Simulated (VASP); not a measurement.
# Ge (Cmcm) in VASP: notebook

Ge is run at these levels: LDA; tasks: single point.

Everything below comes from runs of VASP 6.6.1. Logs are shortened: lines on timing, memory, paths and dates and some standing lists are left out, and cuts for length are marked.

## 1. The cell of the first run

Symmetry: Cmcm, No. 63, orthorhombic system. Conventional cell: a = 2.986 Å, b = 5.207 Å, c = 4.743 Å, α = 90.00°, β = 90.00°, γ = 90.00°. Ge (site symmetry m2m) has 12 Ge at 2.93 to 3.00 Å within 3.9 Å.

This isn't the form of Ge at room conditions, which is diamond.

## 2. Single point, LDA

INCAR

```
SYSTEM = Ge
ALGO     = Normal         ! electronic algorithm
EDIFF    = 1E-6           ! SCF threshold, eV
ENCUT    = 520            ! plane-wave cutoff, eV
ISIF     = 2              ! what is computed and relaxed
ISMEAR   = 1              ! smearing method
LASPH    = .True.         ! aspherical terms in the spheres
LCHARG   = .False.        ! write CHGCAR
LREAL    = .False.        ! projectors in reciprocal space
LWAVE    = .False.        ! write WAVECAR
NBANDS   = 21             ! bands
NELM     = 100            ! most SCF steps
PREC     = Accurate       ! precision mode
SIGMA    = 0.05           ! smearing width, eV
```

KPOINTS

```
k-points
0
Gamma
  11 11 6
  0 0 0
```

POSCAR

```
Ge
1.0
    1.4929937240     -2.6033102959      0.0000000000
    1.4929937240      2.6033102959      0.0000000000
    0.0000000000      0.0000000000      4.7433064277
Ge
2
Direct
    0.6665500000      0.3334500000      0.2500000000
    0.3334500000      0.6665500000      0.7500000000
```

Potentials or basis: VASP PAW LDA potentials, release 64 (Ge_d).

Run with:

```console
> cat potpaw_LDA.64/Ge_d/POTCAR > POTCAR
> mpirun -np 1 vasp_std > vasp.out
```

OUTCAR:

```text
SYSTEM = Ge
   EDIFF = 1E-6
   ENCUT = 520
   ISIF = 2
   ISMEAR = 1
   LASPH = .True.
   LREAL = .False.
   NELM = 100
   PREC = Accurate

 ion  position               nearest neighbor table
   1  0.667  0.333  0.250-
   2  0.333  0.667  0.750-

  LATTYP: Found a base centered orthorhombic cell.
 ALAT       =     2.9859874480
 B/A-ratio  =     1.7436846881
 C/A-ratio  =     1.5885218911

  Lattice vectors:

 A1 = (   1.4929937240,  -2.6033102959,   0.0000000000)
 A2 = (   1.4929937240,   2.6033102959,   0.0000000000)
 A3 = (   0.0000000000,   0.0000000000,   4.7433064277)

Analysis of symmetry for initial positions (statically):
=====================================================================
 Subroutine PRICEL returns:
 Original cell was already a primitive cell.

 Routine SETGRP: Setting up the symmetry group for a
 base centered orthorhombic supercell.

 Subroutine GETGRP returns: Found  8 space group operations
 (whereof  4 operations were pure point group operations)
 out of a pool of  8 trial point group operations.

The static configuration has the point symmetry C_2h.
 The point group associated with its full space group is D_2h.

Analysis of symmetry for dynamics (positions and initial velocities):
=====================================================================
 Subroutine PRICEL returns:
 Original cell was already a primitive cell.

 Routine SETGRP: Setting up the symmetry group for a
 base centered orthorhombic supercell.

 Subroutine GETGRP returns: Found  8 space group operations
 (whereof  4 operations were pure point group operations)
 out of a pool of  8 trial point group operations.

The dynamic configuration has the point symmetry C_2h.
 The point group associated with its full space group is D_2h.

 Subroutine INISYM returns: Found  8 space group operations
 (whereof  4 operations are pure point group operations),
 and found     1 'primitive' translations

----------------------------------------------------------------------------------------

                                     Primitive cell

  volume of cell :      36.8719

  direct lattice vectors                    reciprocal lattice vectors
     1.492993724 -2.603310296  0.000000000     0.334897590 -0.192063159  0.000000000
     1.492993724  2.603310296  0.000000000     0.334897590  0.192063159  0.000000000
     0.000000000  0.000000000  4.743306428     0.000000000  0.000000000  0.210823402

  length of vectors
     3.001042278  3.001042278  4.743306428     0.386063017  0.386063017  0.210823402

  position of ions in fractional coordinates (direct lattice)
     0.666550000  0.333450000  0.250000000
     0.333450000  0.666550000  0.750000000

  ion indices of the primitive-cell ions
   primitive index   ion index
                 1           1
                 2           2

----------------------------------------------------------------------------------------

 KPOINTS: k-points

Automatic generation of k-mesh.
 Grid dimensions read from file:
 generate k-points for:   11   11    6

 Generating k-lattice:

  Cartesian coordinates                     Fractional coordinates (reciprocal lattice)
     0.030445235 -0.017460287  0.000000000     0.090909091  0.000000000  0.000000000
     0.030445235  0.017460287  0.000000000     0.000000000  0.090909091  0.000000000
     0.000000000  0.000000000  0.035137234     0.000000000  0.000000000  0.166666667

  Length of vectors
     0.035096638  0.035096638  0.035137234

  Shift w.r.t. Gamma in fractional coordinates (k-lattice)
     0.000000000  0.000000000  0.000000000

 Subroutine IBZKPT returns following result:
 ===========================================

 Found    144 irreducible k-points:

 Following reciprocal coordinates:
            Coordinates               Weight
  0.000000  0.000000  0.000000      1.000000
  0.090909  0.000000  0.000000      4.000000
  0.181818  0.000000  0.000000      4.000000
  0.272727  0.000000  0.000000      4.000000
  0.363636  0.000000  0.000000      4.000000
  0.454545  0.000000  0.000000      4.000000
[... 16 lines left out ...]
 -0.272727  0.181818  0.000000      4.000000
 -0.181818  0.181818  0.000000      2.000000
 [... further k-points ...]
   k-points           NKPTS =    144   k-points in BZ     NKDIM =    144   number of bands    NBANDS=     21
   number of dos      NEDOS =    301   number of ions     NIONS =      2
   total plane-waves  NPLWV =  20736
   dimension x,y,z NGX =    24 NGY =   24 NGZ =   36
   dimension x,y,z NGXF=    48 NGYF=   48 NGZF=   72
   ions per type =               2
   NGX,Y,Z   is equivalent  to a cutoff of  13.30, 13.30, 12.62 a.u.
   NGXF,Y,Z  is equivalent  to a cutoff of  26.59, 26.59, 25.23 a.u.
 SYSTEM =  Ge
   PREC   = accura    normal or accurate (medium, high low for compatibility)
   ISTART =      0    job   : 0-new  1-cont  2-samecut
   ICHARG =      2    charge: 1-file 2-atom 10-const
   ISPIN  =      1    spin polarized calculation?
   LNONCOLLINEAR =      F non collinear calculations
   LSORBIT =      F    spin-orbit coupling
   LASPH  =      T    aspherical Exc in radial PAW
   ENCUT  =  520.0 eV  38.22 Ry    6.18 a.u.   5.58  5.58  8.82*2*pi/ulx,y,z
   NELM   =    100;   NELMIN=  2; NELMDL= -5     # of ELM steps
   EDIFF  = 0.1E-05   stopping-criterion for ELM
   LREAL  =      F    real-space projection
   EDIFFG = 0.1E-04   stopping-criterion for IOM
   NSW    =      0    number of steps for IOM
   IBRION =     -1    ionic relax: 0-MD 1-quasi-New 2-CG
   NFREE  =      0    steps in history (QN), initial steepest desc. (CG)
   ISIF   =      2    stress and relaxation
   ISYM   =      2    0-nonsym 1-usesym 2-fastsym
   POTIM  = 0.5000    time-step for ionic-motion
   TEBEG  =    0.0;   TEEND  =   0.0 temperature during run
   PSTRESS=    0.0 pullay stress
   NELECT =      28.0000    total number of electrons
   NUPDOWN=      -1.0000    fix difference up-down
   EMIN   =  10.00;   EMAX   =-10.00  energy-range for DOS
   EFERMI =   0.00;   METHOD = LEGACY
   ISMEAR =     1;   SIGMA  =   0.05  broadening in eV -4-tet -1-fermi 0-gaus
   EFERMI_NEDOS =   21; number of points for ismear=-14 and -15
   IALGO  =     38    algorithm
   IMIX   =      4    mixing-type and parameters
     AMIX     =   0.40;   BMIX     =  1.00
     AMIX_MAG =   1.60;   BMIX_MAG =  1.00
  volume/ion in A,a.u.               =      18.44       124.41
  Fermi-wavevector in a.u.,A,eV,Ry     =   1.493582  2.822461 30.351712  2.230788
  Thomas-Fermi vector in A             =   2.605964
   LORBIT       =      0    0 simple, 1 ext, 2 COOP (PROOUT), +10 PAW based schemes
   GGA     = CA    functional components
   LHFCALC =     F    Hartree Fock is set to
   AEXX    =    0.0000 exact exchange contribution
   IVDW    =     0    specifies the selected vdW correction
   LEPSILON=     F    determine dielectric tensor
   LRPA    =     F    only Hartree local field effects (RPA)
 non-spin polarized calculation
 Methfessel and Paxton  Order N= 1 SIGMA  =   0.05
  energy-cutoff  :      520.00
  volume of cell :       36.87
 maximum number of plane-waves:      1020
   NGX = 11   NGY = 11   NGZ = 17

 number of electron      28.0000012 magnetization

 Free energy of the ion-electron system (eV)
  ---------------------------------------------------
  ext. energy  EPLUGINS =         0.00000000
  ---------------------------------------------------
  free energy    TOTEN  =        -9.76313577 eV

  energy without entropy =       -9.76324827  energy(sigma->0) =       -9.76317327

 E-fermi :   6.7538     XC(G=0): -11.6950

 val. band max:        6.7515583040   @ k =  -0.2727   0.2727   0.5000
 cond. band min:       6.7758596786   @ k =   0.3636   0.0909   0.0000
 fundamental gap:      0.0243013745
 Fermi energy:         6.7537994682

 k-point     1 :       0.0000    0.0000    0.0000
  band No.  band energies     occupation
      1     -18.0570      2.00000
      2     -18.0551      2.00000
      3     -18.0523      2.00000
      4     -18.0474      2.00000
      5     -18.0446      2.00000
      6     -18.0439      2.00000
[... 13 lines left out ...]
     20      19.6409      0.00000
     21      20.7854      0.00000

 k-point     2 :       0.0909    0.0000    0.0000
  band No.  band energies     occupation
      1     -18.0621      2.00000
      2     -18.0550      2.00000
      3     -18.0479      2.00000
      4     -18.0406      2.00000
      5     -18.0392      2.00000
      6     -18.0358      2.00000
[... 13 lines left out ...]
     20      19.5465      0.00000
     21      20.8898      0.00000

 k-point     3 :       0.1818    0.0000    0.0000
  band No.  band energies     occupation
      1     -18.0764      2.00000
      2     -18.0522      2.00000
      3     -18.0389      2.00000
      4     -18.0374      2.00000
      5     -18.0319      2.00000
      6     -18.0296      2.00000
[... 13 lines left out ...]
     20      19.8430      0.00000
     21      20.8317      0.00000

 k-point     4 :       0.2727    0.0000    0.0000
  band No.  band energies     occupation
      1     -18.0918      2.00000
      2     -18.0526      2.00000
      3     -18.0518      2.00000
      4     -18.0461      2.00000
      5     -18.0197      2.00000
      6     -18.0056      2.00000
[... 13 lines left out ...]
     20      18.8189      0.00000
     21      20.2724      0.00000

 k-point     5 :       0.3636    0.0000    0.0000
  band No.  band energies     occupation
      1     -18.1047      2.00000
      2     -18.0649      2.00000
      3     -18.0553      2.00000
      4     -18.0536      2.00000
      5     -18.0073      2.00000
      6     -17.9953      2.00000
[... 13 lines left out ...]
     20      18.2135      0.00000
     21      19.7346      0.00000
[... 382 lines left out ...]
     20      18.2804      0.00000
     21      21.9707      0.00000

 k-point    22 :      -0.3636    0.1818    0.0000
  band No.  band energies     occupation
      1     -18.0695      2.00000
      2     -18.0663      2.00000
      3     -18.0628      2.00000
      4     -18.0434      2.00000
      5     -18.0199      2.00000
      6     -18.0066      2.00000
[... 13 lines left out ...]
     20      18.6291      0.00000
     21      19.5337      0.00000

 k-point    23 :      -0.2727    0.1818    0.0000
  band No.  band energies     occupation
      1     -18.0798      2.00000
      2     -18.0575      2.00000
      3     -18.0482      2.00000
      4     -18.0408      2.00000
      5     -18.0305      2.00000
      6     -18.0140      2.00000
[... 13 lines left out ...]
     20      18.1000      0.00000
     21      20.0518      0.00000

 k-point    24 :      -0.1818    0.1818    0.0000
  band No.  band energies     occupation
      1     -18.0790      2.00000
      2     -18.0531      2.00000
      3     -18.0389      2.00000
      4     -18.0367      2.00000
      5     -18.0335      2.00000
      6     -18.0279      2.00000
[... 13 lines left out ...]
     20      19.8248      0.00000
     21      20.9374      0.00000

 [... further k-points ...]

------------------------ aborting loop because EDIFF is reached ----------------------------------------

  FORCE on cell =-STRESS in cart. coord.  units (eV):
  Direction    XX          YY          ZZ          XY          YZ          ZX
  --------------------------------------------------------------------------------------
  -------------------------------------------------------------------------------------
  Total       -1.0324575     -0.9005562      0.4357035      0.0000000      0.0000000      0.0000000
  in kB      -44.8629333    -39.1314843     18.9324360      0.0000000      0.0000000      0.0000000
  external PRESSURE =     -21.6873272 kB  Pullay stress =       0.0000000 kB

 VOLUME and BASIS-vectors are now :
 -----------------------------------------------------------------------------
  energy-cutoff  :      520.00
  volume of cell :       36.87
      direct lattice vectors                 reciprocal lattice vectors
     1.492993724 -2.603310296  0.000000000     0.334897590 -0.192063159  0.000000000
     1.492993724  2.603310296  0.000000000     0.334897590  0.192063159  0.000000000
     0.000000000  0.000000000  4.743306428     0.000000000  0.000000000  0.210823402

 POSITION                                       TOTAL-FORCE (eV/Angst)
 -----------------------------------------------------------------------------------
      1.49299     -0.86716      1.18583         0.000000      0.009567      0.000000
      1.49299      0.86716      3.55748         0.000000     -0.009567      0.000000
 -----------------------------------------------------------------------------------
    total drift:                                0.000000     -0.000000     -0.000000

  FREE ENERGIE OF THE ION-ELECTRON SYSTEM (eV)
  ---------------------------------------------------
  free  energy   TOTEN  =        -9.7631357658 eV

  energy  without entropy=       -9.7632482675  energy(sigma->0) =       -9.76317327
```

Wall time 28 s (1 thread of AMD EPYC 9R45 (Zen 5), shared host); peak memory 0.17 GiB.

What came out:

| Item | Value |
| --- | --- |
| Free energy | -9.7631 eV |
| Pressure | -2.2 GPa |
| Largest force | 0.010 eV/Å |
| Band gap on the k mesh | zero (bands 14 and 15 overlap by 9.14 eV) |

Forces on the atoms (eV/Å):
```
Ge   0.000  0.010  0.000
Ge   0.000 -0.010  0.000
```

Levels at points of the mesh, in eV from the Fermi level:
```csv
k point,band 12,band 13,band 14,band 15,band 16,band 17
"(0.00, 0.00, 0.00)",-7.59,-5.51,6.37,6.48,8.42,8.54
"(0.00, 0.00, 0.50)",-11.70,1.75,1.75,7.48,7.48,7.59
```

Caveat: the stress differs along the axes, from -4 to 2 GPa.

(Part 1 of 2 ends here.)

The gap in the log of VASP goes by the Fermi energy; the results here count the filled bands.